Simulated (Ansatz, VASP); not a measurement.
W in VASP and in Ansatz

INCAR

```
SYSTEM = W
  ALGO = Fast
  EDIFF = 1E-6
  ENCUT = 520
  ISIF = 2
  ISMEAR = 0
  LASPH = .TRUE.
  LCHARG = .FALSE.
  LREAL = .FALSE.
  LWAVE = .FALSE.
  NBANDS = 13
  NELM = 80
  PREC = Accurate
  SIGMA = 0.15
```

File KPOINTS:

```
k-points
0
G
  22 22 22
  0 0 0
```

The input POSCAR:

```
W
1.0
   -0.9497020262      1.6560287938      1.6560287938
    1.6560287938     -0.9497020262      1.6560287938
    1.6560287938      1.6560287938     -0.9497020262
W
1
Direct
    0.0000000000      0.0000000000      0.0000000000
```

Input for Ansatz:

```yaml
crystal:
  lattice:
    - [-0.9497020262, 1.6560287938, 1.6560287938]
    - [1.6560287938, -0.9497020262, 1.6560287938]
    - [1.6560287938, 1.6560287938, -0.9497020262]
  atoms:
    - { symbol: W, position: [0.0, 0.0, 0.0] }
basis:
  ecutwfc: 420
kpoints:
  mp_grid: { grid: [22, 22, 22] }
hamiltonian:
  xc: lda
  pseudopotentials: { kind: paw, azcp: { folder: soft_1 } }
scf:
  occupations: { method: gaussian, width: 0.15 }
output:
  forces: true
  stress: true
  eigenvalues: true
```

Alike in both runs: task single point; functional LDA; k mesh 22 × 22 × 22; occupations gaussian, width 0.15 eV; no spin polarisation.

|  | VASP | Ansatz |
| --- | --- | --- |
| version | VASP 6.6.1 | Ansatz 0.2.0 |
| potentials or method | VASP PAW LDA potentials, release 64 (W_sv), cutoff 520 eV | scalar-relativistic, plane waves, PAW |
| valence electrons in the cell | 14 | 14 |

|  | VASP | Ansatz | Ansatz less VASP |
| --- | --- | --- | --- |
| gap on the k mesh at the Fermi level (eV) | none | none | - |
| pressure (GPa) | 24.3 | 22.0 | -2.27 |
| traceless stress, the component that is largest in VASP (GPa) | -8.12 | -8.01 | +0.113 |

Ansatz warns that its potentials were made for another functional, while VASP's fit it. LDA's correlation is that of Perdew and Zunger in VASP and of Perdew and Wang (1992) in Ansatz. A gap of «none» marks a metal or a gap that the smearing closes.

Spin-orbit coupling is off throughout.
